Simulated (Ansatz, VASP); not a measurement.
Two plane-wave programs on Al3B2P

Contents of INCAR:

```
  ALGO = Normal
  EDIFF = 1E-6
  EDIFFG = -0.01
  ENCUT = 600
  GGA = PE
  IBRION = 2
  ISIF = 3
  ISMEAR = 0
  LASPH = True
  LCHARG = False
  LREAL = False
  LWAVE = False
  NELM = 60
  NSW = 100
  PREC = Accurate
  SIGMA = 0.1
```

Contents of KPOINTS:

```
k-points
0
Gamma
  12 12 6
```

The input POSCAR:

```
Al3B2P
1.0
    3.3620364416      0.0000000000      0.0000000000
   -1.6810182208      2.9116089669      0.0000000000
    0.0000000000      0.0000000000      7.9428058627
Al B P
3 2 1
Direct
    0.3333333333      0.6666666667      0.2128715880
    0.6666666667      0.3333333333      0.7871284120
    0.0000000000      0.0000000000      0.5000000000
    0.3333333333      0.6666666667      0.6405162737
    0.6666666667      0.3333333333      0.3594837263
    0.0000000000      0.0000000000      0.0000000000
```

Input for Ansatz:

```yaml
crystal:
  lattice:
    - [3.3620364416, 0.0, 0.0]
    - [-1.6810182208, 2.9116089669, 0.0]
    - [0.0, 0.0, 7.9428058627]
  atoms:
    - { symbol: Al, position: [0.3333333333, 0.6666666667, 0.212871588] }
    - { symbol: Al, position: [0.6666666667, 0.3333333333, 0.787128412] }
    - { symbol: Al, position: [0.0, 0.0, 0.5] }
    - { symbol: B, position: [0.3333333333, 0.6666666667, 0.6405162737] }
    - { symbol: B, position: [0.6666666667, 0.3333333333, 0.3594837263] }
    - { symbol: P, position: [0.0, 0.0, 0.0] }
basis:
  ecutwfc: 420
kpoints:
  mp_grid: { grid: [12, 12, 6] }
hamiltonian:
  xc: pbe
scf:
  occupations: { method: gaussian, width: 0.1 }
output:
  forces: true
  stress: true
  eigenvalues: true
relax:
  adjacent_minimum: "off"
  f_tol: 0.01
  max_steps: 80
  cell: { stress_tol: 0.05 }
```

Change from the starting cell: species swapped into the Mn2NiO3 type (P-3m1, No. 164).

Alike in both runs: task relaxation of cell and atoms; functional PBE; k mesh 12 × 12 × 6; occupations gaussian, width 0.1 eV; no spin polarisation.

```csv
,VASP,Ansatz
version,VASP 6.6.1,Ansatz 0.2.0
potentials or method,"VASP PAW PBE potentials, release 64 (Al, B, P), cutoff 600 eV","scalar-relativistic, plane waves, PAW"
valence electrons in the cell,20,20
```

```csv
,VASP,Ansatz,Ansatz less VASP
"gap on the k mesh at the Fermi level, each at its own relaxed structure (eV)",none,none,-
relaxed volume (Å³/atom),12.96,12.97,+0.009
relaxed length of the cell vector where the two differ most in proportion (Å),7.998,8.001,+0.0027
```

A gap of «none» marks a metal or a gap that the smearing closes.
